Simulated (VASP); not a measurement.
# FePt (P4/mmm) in VASP: single point with PBEsol

Aim: the single point of FePt with PBEsol.

All numbers are computed with VASP 6.6.1; they aren't measurements. Logs are shortened: lines on timing, memory, paths and dates and some standing lists are left out, and cuts for length are marked.

**1. The cell of the first run**

Symmetry: P4/mmm, No. 123, tetragonal system. Conventional cell: a = 2.687 Å, b = 2.687 Å, c = 3.717 Å, α = 90.00°, β = 90.00°, γ = 90.00°. Within 3.5 Å of Fe (site symmetry 4/mmm) lie 8 Pt at 2.66 Å and 4 Fe at 2.69 Å. Within 3.5 Å of Pt (site symmetry 4/mmm) lie 8 Fe at 2.66 Å and 4 Pt at 2.69 Å.

**2. Single point, PBEsol, collinear spin, ferromagnetic start**

Input file INCAR:

```
ALGO = Normal ; EDIFF = 1E-7
ENCUT = 520 ; GGA = PS
ISIF = 2 ; ISMEAR = 0
ISPIN = 2 ; LASPH = T
LCHARG = T ; LELF = T
LMAXMIX = 4 ; LORBIT = 11
LREAL = F ; LVHAR = T
LWAVE = F ; MAGMOM = 3 0.4
NBANDS = 20 ; NELM = 150
PREC = Accurate ; SIGMA = 0.05
```

Input file KPOINTS:

```
k-points
0
Gamma
  16 16 12
```

Input file POSCAR:

```
FePt
1.0
    2.6870536279      0.0000000000      0.0000000000
    0.0000000000      2.6870536279      0.0000000000
    0.0000000000      0.0000000000      3.7174581186
Fe Pt
1 1
Direct
    0.0000000000      0.0000000000      0.0000000000
    0.5000000000      0.5000000000      0.5000000000
```

Potentials or basis: VASP PAW PBE potentials, release 64 (Fe, Pt).

The run is started by

```bash
cat potpaw_PBE.64/Fe/POTCAR potpaw_PBE.64/Pt/POTCAR > POTCAR
mpirun -np 1 vasp_std > vasp.out
```

OUTCAR:

```text
EDIFF = 1E-7
   ENCUT = 520
   GGA = PS
   ISIF = 2
   ISMEAR = 0
   ISPIN = 2
   LASPH = T
   LORBIT = 11
   LREAL = F
   NELM = 150
   PREC = Accurate

 ion  position               nearest neighbor table
   1  0.000  0.000  0.000-   2 2.66   2 2.66   2 2.66   2 2.66   2 2.66   2 2.66   2 2.66   2 2.66

   2  0.500  0.500  0.500-   1 2.66   1 2.66   1 2.66   1 2.66   1 2.66   1 2.66   1 2.66   1 2.66

  LATTYP: Found a simple tetragonal cell.
 ALAT       =     2.6870536279
 C/A-ratio  =     1.3834700134

  Lattice vectors:

 A1 = (   2.6870536279,   0.0000000000,   0.0000000000)
 A2 = (   0.0000000000,   2.6870536279,   0.0000000000)
 A3 = (   0.0000000000,   0.0000000000,   3.7174581186)

Analysis of symmetry for initial positions (statically):
=====================================================================
 Subroutine PRICEL returns:
 Original cell was already a primitive cell.

 Routine SETGRP: Setting up the symmetry group for a
 simple tetragonal supercell.

 Subroutine GETGRP returns: Found 16 space group operations
 (whereof 16 operations were pure point group operations)
 out of a pool of 16 trial point group operations.

The static configuration has the point symmetry D_4h.

Analysis of symmetry for dynamics (positions and initial velocities):
=====================================================================
 Subroutine PRICEL returns:
 Original cell was already a primitive cell.

 Routine SETGRP: Setting up the symmetry group for a
 simple tetragonal supercell.

 Subroutine GETGRP returns: Found 16 space group operations
 (whereof 16 operations were pure point group operations)
 out of a pool of 16 trial point group operations.

The dynamic configuration has the point symmetry D_4h.

Analysis of structural, dynamic, and magnetic symmetry:
=====================================================================
 Subroutine PRICEL returns:
 Original cell was already a primitive cell.

 Routine SETGRP: Setting up the symmetry group for a
 simple tetragonal supercell.

 Subroutine GETGRP returns: Found 16 space group operations
 (whereof 16 operations were pure point group operations)
 out of a pool of 16 trial point group operations.

The overall configuration has the point symmetry D_4h.

 Subroutine INISYM returns: Found 16 space group operations
 (whereof 16 operations are pure point group operations),
 and found     1 'primitive' translations

----------------------------------------------------------------------------------------

                                     Primitive cell

  volume of cell :      26.8410

  direct lattice vectors                    reciprocal lattice vectors
     2.687053628  0.000000000  0.000000000     0.372154835  0.000000000  0.000000000
     0.000000000  2.687053628  0.000000000     0.000000000  0.372154835  0.000000000
     0.000000000  0.000000000  3.717458119     0.000000000  0.000000000  0.269001013

  length of vectors
     2.687053628  2.687053628  3.717458119     0.372154835  0.372154835  0.269001013

  position of ions in fractional coordinates (direct lattice)
     0.000000000  0.000000000  0.000000000
     0.500000000  0.500000000  0.500000000

  ion indices of the primitive-cell ions
   primitive index   ion index
                 1           1
                 2           2

----------------------------------------------------------------------------------------

 KPOINTS: k-points

Automatic generation of k-mesh.
 Grid dimensions read from file:
 generate k-points for:   16   16   12

 Generating k-lattice:

  Cartesian coordinates                     Fractional coordinates (reciprocal lattice)
     0.023259677  0.000000000  0.000000000     0.062500000  0.000000000  0.000000000
     0.000000000  0.023259677  0.000000000     0.000000000  0.062500000  0.000000000
     0.000000000  0.000000000  0.022416751     0.000000000  0.000000000  0.083333333

  Length of vectors
     0.023259677  0.023259677  0.022416751

  Shift w.r.t. Gamma in fractional coordinates (k-lattice)
     0.000000000  0.000000000  0.000000000

 Subroutine IBZKPT returns following result:
 ===========================================

 Found    315 irreducible k-points:

 Following reciprocal coordinates:
            Coordinates               Weight
  0.000000  0.000000  0.000000      1.000000
  0.062500  0.000000  0.000000      4.000000
  0.125000  0.000000  0.000000      4.000000
  0.187500  0.000000  0.000000      4.000000
  0.250000  0.000000  0.000000      4.000000
  0.312500  0.000000  0.000000      4.000000
[... 16 lines left out ...]
  0.437500  0.125000  0.000000      8.000000
  0.500000  0.125000  0.000000      4.000000
 [... further k-points ...]
   k-points           NKPTS =    315   k-points in BZ     NKDIM =    315   number of bands    NBANDS=     20
   number of dos      NEDOS =    301   number of ions     NIONS =      2
   total plane-waves  NPLWV =  11200
   dimension x,y,z NGX =    20 NGY =   20 NGZ =   28
   dimension x,y,z NGXF=    40 NGYF=   40 NGZF=   56
   ions per type =               1   1
   NGX,Y,Z   is equivalent  to a cutoff of  12.37, 12.37, 12.52 a.u.
   NGXF,Y,Z  is equivalent  to a cutoff of  24.75, 24.75, 25.04 a.u.
 SYSTEM =  unknown system
   PREC   = accura    normal or accurate (medium, high low for compatibility)
   ISTART =      0    job   : 0-new  1-cont  2-samecut
   ICHARG =      2    charge: 1-file 2-atom 10-const
   ISPIN  =      2    spin polarized calculation?
   LNONCOLLINEAR =      F non collinear calculations
   LSORBIT =      F    spin-orbit coupling
   LASPH  =      T    aspherical Exc in radial PAW
   ENCUT  =  520.0 eV  38.22 Ry    6.18 a.u.   5.00  5.00  6.91*2*pi/ulx,y,z
   NELM   =    150;   NELMIN=  2; NELMDL= -5     # of ELM steps
   EDIFF  = 0.1E-06   stopping-criterion for ELM
   LREAL  =      F    real-space projection
   EDIFFG = 0.1E-05   stopping-criterion for IOM
   NSW    =      0    number of steps for IOM
   IBRION =     -1    ionic relax: 0-MD 1-quasi-New 2-CG
   NFREE  =      0    steps in history (QN), initial steepest desc. (CG)
   ISIF   =      2    stress and relaxation
   ISYM   =      2    0-nonsym 1-usesym 2-fastsym
   POTIM  = 0.5000    time-step for ionic-motion
   TEBEG  =    0.0;   TEEND  =   0.0 temperature during run
   PSTRESS=    0.0 pullay stress
   NELECT =      18.0000    total number of electrons
   NUPDOWN=      -1.0000    fix difference up-down
   EMIN   =  10.00;   EMAX   =-10.00  energy-range for DOS
   EFERMI =   0.00;   METHOD = LEGACY
   ISMEAR =     0;   SIGMA  =   0.05  broadening in eV -4-tet -1-fermi 0-gaus
   EFERMI_NEDOS =   21; number of points for ismear=-14 and -15
   IALGO  =     38    algorithm
   IMIX   =      4    mixing-type and parameters
     AMIX     =   0.40;   BMIX     =  1.00
     AMIX_MAG =   1.60;   BMIX_MAG =  1.00
  volume/ion in A,a.u.               =      13.42        90.57
  Fermi-wavevector in a.u.,A,eV,Ry     =   1.432956  2.707894 27.937685  2.053362
  Thomas-Fermi vector in A             =   2.552527
   LORBIT       =     11    0 simple, 1 ext, 2 COOP (PROOUT), +10 PAW based schemes
   GGA     = PS    functional components
   LHFCALC =     F    Hartree Fock is set to
   AEXX    =    0.0000 exact exchange contribution
   IVDW    =     0    specifies the selected vdW correction
   LEPSILON=     F    determine dielectric tensor
   LRPA    =     F    only Hartree local field effects (RPA)
 spin polarized calculation
 Gauss-broadening in eV      SIGMA  =   0.05
  energy-cutoff  :      520.00
  volume of cell :       26.84
 maximum number of plane-waves:       744
 NGX is ok and might be reduce to    20
   NGX =  9   NGY =  9   NGZ = 13

 number of electron      18.0000011 magnetization       3.2101974

 Free energy of the ion-electron system (eV)
  ---------------------------------------------------
  ext. energy  EPLUGINS =         0.00000000
  ---------------------------------------------------
  free energy    TOTEN  =       -16.29316685 eV

  energy without entropy =      -16.29126742  energy(sigma->0) =      -16.29221714

 E-fermi :   8.9109     XC(G=0): -13.3654

 val. band max:        8.9108313541   @ k =   0.5000   0.1875   0.2500
 cond. band min:       8.9118767788   @ k =   0.3750   0.1875   0.3333
 fundamental gap:      0.0010454247
 Fermi energy:         8.9108794907

 spin component 1

 k-point     1 :       0.0000    0.0000    0.0000
  band No.  band energies     occupation
      1      -0.9780      1.00000
      2       2.3331      1.00000
      3       2.4822      1.00000
      4       5.4482      1.00000
      5       5.4482      1.00000
      6       5.9366      1.00000
[... 12 lines left out ...]
     19      30.7140      0.00000
     20      30.7140      0.00000
[... 507 lines left out ...]
 k-point    24 :       0.5000    0.1250    0.0000
  band No.  band energies     occupation
      1       3.0077      1.00000
      2       3.7253      1.00000
      3       3.9510      1.00000
      4       4.2240      1.00000
      5       4.8745      1.00000
      6       5.4466      1.00000
[... 12 lines left out ...]
     19      31.0879      0.00000
     20      32.3854      0.00000

 [... further k-points ...]

 spin component 2

 k-point     1 :       0.0000    0.0000    0.0000
  band No.  band energies     occupation
      1      -0.8009      1.00000
      2       2.8445      1.00000
      3       2.8843      1.00000
      4       6.4981      1.00000
      5       6.4981      1.00000
      6       8.0386      1.00000
[... 12 lines left out ...]
     19      30.8561      0.00000
     20      30.8561      0.00000
[... 507 lines left out ...]
 k-point    24 :       0.5000    0.1250    0.0000
  band No.  band energies     occupation
      1       3.1988      1.00000
      2       4.0600      1.00000
      3       4.5042      1.00000
      4       4.5786      1.00000
      5       6.1531      1.00000
      6       6.8288      1.00000
[... 12 lines left out ...]
     19      31.7234      0.00000
     20      32.8048      0.00000

 [... further k-points ...]

------------------------ aborting loop because EDIFF is reached ----------------------------------------

  FORCE on cell =-STRESS in cart. coord.  units (eV):
  Direction    XX          YY          ZZ          XY          YZ          ZX
  --------------------------------------------------------------------------------------
  -------------------------------------------------------------------------------------
  Total       -0.0522134     -0.0522134     -0.0375195      0.0000000     -0.0000000     -0.0000000
  in kB       -3.1166914     -3.1166914     -2.2395932      0.0000000     -0.0000000     -0.0000000
  external PRESSURE =      -2.8243253 kB  Pullay stress =       0.0000000 kB

 VOLUME and BASIS-vectors are now :
 -----------------------------------------------------------------------------
  energy-cutoff  :      520.00
  volume of cell :       26.84
      direct lattice vectors                 reciprocal lattice vectors
     2.687053628  0.000000000  0.000000000     0.372154835  0.000000000  0.000000000
     0.000000000  2.687053628  0.000000000     0.000000000  0.372154835  0.000000000
     0.000000000  0.000000000  3.717458119     0.000000000  0.000000000  0.269001013

 POSITION                                       TOTAL-FORCE (eV/Angst)
 -----------------------------------------------------------------------------------
      0.00000      0.00000      0.00000         0.000000      0.000000      0.000000
      1.34353      1.34353      1.85873         0.000000      0.000000      0.000000
 -----------------------------------------------------------------------------------
    total drift:                               -0.000000      0.000000      0.000000

  FREE ENERGIE OF THE ION-ELECTRON SYSTEM (eV)
  ---------------------------------------------------
  free  energy   TOTEN  =       -16.2931668496 eV

  energy  without entropy=      -16.2912674206  energy(sigma->0) =      -16.29221714

 total charge

# of ion       s       p       d       tot
------------------------------------------
    1        0.421   0.477   6.149   7.048
    2        0.723   0.701   8.064   9.488
--------------------------------------------------
tot          1.144   1.178  14.213  16.536

 magnetization (x)

# of ion       s       p       d       tot
------------------------------------------
    1        0.002  -0.006   2.857   2.853
    2       -0.024  -0.066   0.411   0.321
--------------------------------------------------
tot         -0.022  -0.071   3.268   3.174
```

It took 3.8 min on 1 thread of Intel Xeon Platinum 8259CL at 2.50GHz (Skylake/Cascade Lake), shared host; peak memory 0.36 GiB.

What came out:

```yaml
Free_energy: -16.2932 eV
Pressure: -0.3 GPa
Net_moment: 3.21 μB per cell
Site_moments: Fe +2.85; Pt +0.32 μB
Valence_electrons_inside_the_program's_atomic_spheres: Fe 7.05; Pt 9.49
```

Stress tensor (GPa, compression positive):
```
-0.31  0.00  0.00
 0.00 -0.31  0.00
 0.00  0.00 -0.22
```

Levels at points of the mesh, in eV from the Fermi level:
Spin up:
```csv
k point,band 7,band 8,band 9,band 10,band 11,band 12,band 13,band 14,band 15,band 16
"(0.00, 0.00, 0.00)",-2.01,-1.89,-0.43,-0.29,-0.29,2.06,9.84,11.96,11.96,17.22
"(0.50, 0.00, 0.00)",-2.74,-2.45,-2.07,-1.62,0.30,2.23,10.47,10.62,12.64,13.49
"(0.50, 0.50, 0.00)",-0.42,-0.39,-0.39,0.71,1.64,1.64,7.99,10.46,10.88,12.43
"(0.00, 0.00, 0.50)",-2.24,-2.24,-2.17,-2.17,-1.73,-0.76,15.65,15.93,16.49,16.49
"(0.50, 0.00, 0.50)",-1.08,-0.78,-0.69,-0.61,-0.44,-0.31,4.96,7.04,16.22,16.59
"(0.50, 0.50, 0.50)",-2.25,-1.81,-0.91,0.72,6.98,6.98,7.94,8.57,8.67,8.67
```
Spin down:
```csv
k point,band 4,band 5,band 6,band 7,band 8,band 9,band 10,band 11,band 12,band 13
"(0.00, 0.00, 0.00)",-2.41,-2.41,-0.87,-0.70,0.51,1.70,1.75,1.75,2.30,10.69
"(0.50, 0.00, 0.00)",-3.57,-2.52,-1.36,-1.28,-0.99,0.48,0.73,2.55,2.69,11.28
"(0.50, 0.50, 0.00)",-4.92,1.05,1.28,1.67,1.80,1.80,1.84,1.84,1.85,8.81
"(0.00, 0.00, 0.50)",-2.70,-1.91,-1.91,-1.48,-0.51,0.05,0.47,0.47,1.44,16.15
"(0.50, 0.00, 0.50)",-2.98,-2.26,-0.52,-0.50,-0.47,0.99,1.54,1.64,1.64,5.91
"(0.50, 0.50, 0.50)",-2.10,-1.55,-1.43,-1.43,0.71,1.06,1.85,7.74,7.74,8.98
```

Caveat: the PAW data sets were made with another functional, which shifts forces and pressure a little; spin-orbit coupling is left out, which moves the levels of the heavy elements.
